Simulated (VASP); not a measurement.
Runs of VASP 6.6.1 on CoC. The structure is that of space group F-43m (No. 216), or close to it. The cells are those of the table. 

| task | cell | k mesh | cutoff (eV) | gap on the mesh (eV) | pressure (GPa) | relaxed volume (Å³/atom) |
| --- | --- | --- | --- | --- | --- | --- |
| relaxation of cell and atoms | relaxed from a = 3.016 Å, angles 60.0°, 2 atoms | 16 × 16 × 16 | 600 | none | 0.1 | 9.69 |
| single point | a = 3.014 Å, angles 60.0°, 2 atoms | 16 × 16 × 16 | 520 | none | 0.4 | - |
| relaxation of cell and atoms | relaxed from a = 3.122 Å, angles 60.0°, 2 atoms | 8 × 8 × 8 | 600 | none | -0.3 | (a) |
| single point | a = 3.016 Å, angles 60.0°, 2 atoms | 8 × 8 × 8 | 520 | none | 0.3 | - |

Alike in all rows: level PBE; potentials or basis VASP PAW PBE potentials, release 64 (Co, C); no spin polarisation; smearing gaussian 0.1 eV.

Estimate the missing entries.

(a) 9.70.

A gap of «none» marks levels without a gap at the run's occupations.
